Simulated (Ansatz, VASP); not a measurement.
## Ag in VASP and in Ansatz

The input INCAR:

```
SYSTEM = Ag
PREC = Accurate
ENCUT = 520
EDIFF = 1E-6
ISMEAR = 0
SIGMA = 0.1
LREAL = .False.
LASPH = .True.
NELM = 60
ALGO = Fast
ISIF = 2
LWAVE = .False.
LCHARG = .False.
GGA = PS
NBANDS = 12
```

The input KPOINTS:

```
regular mesh
0
Gamma
  16 16 16
  0 0 0
```

Contents of POSCAR:

```
Ag
1.0
   -1.7556728564      1.7556728564      1.7556728564
    1.7556728564     -1.7556728564      1.7556728564
    1.7556728564      1.7556728564     -1.7556728564
Ag
1
Direct
    0.0000000000      0.0000000000      0.0000000000
```

Input for Ansatz:

```yaml
crystal:
  lattice:
    - [-1.7556728564, 1.7556728564, 1.7556728564]
    - [1.7556728564, -1.7556728564, 1.7556728564]
    - [1.7556728564, 1.7556728564, -1.7556728564]
  atoms:
    - { symbol: Ag, position: [0.0, 0.0, 0.0] }
basis:
  ecutwfc: 420
kpoints:
  mp_grid: { grid: [16, 16, 16] }
hamiltonian:
  xc: pbesol
scf:
  occupations: { method: gaussian, width: 0.1 }
output:
  forces: true
  stress: true
  eigenvalues: true
```

Alike in both runs: task single point; functional PBEsol; k mesh 16 × 16 × 16; occupations gaussian, width 0.1 eV; no spin polarisation.

```csv
,VASP,Ansatz
version,VASP 6.6.1,Ansatz 0.2.0
potentials or method,"VASP PAW PBE potentials, release 64 (Ag), cutoff 520 eV","scalar-relativistic, plane waves, PAW"
valence electrons in the cell,11,19
```

|  | VASP | Ansatz | Ansatz less VASP |
| --- | --- | --- | --- |
| gap on the k mesh at the Fermi level (eV) | none | none | - |
| pressure (GPa) | -14.1 | -14.1 | -0.02 |

VASP's potentials were made for PBE, not for PBEsol. A gap of «none» marks a metal or a gap that the smearing closes. VASP's potentials hold 11 valence electrons a cell and Ansatz's 19, so a difference there can come from the potentials and not from the codes.
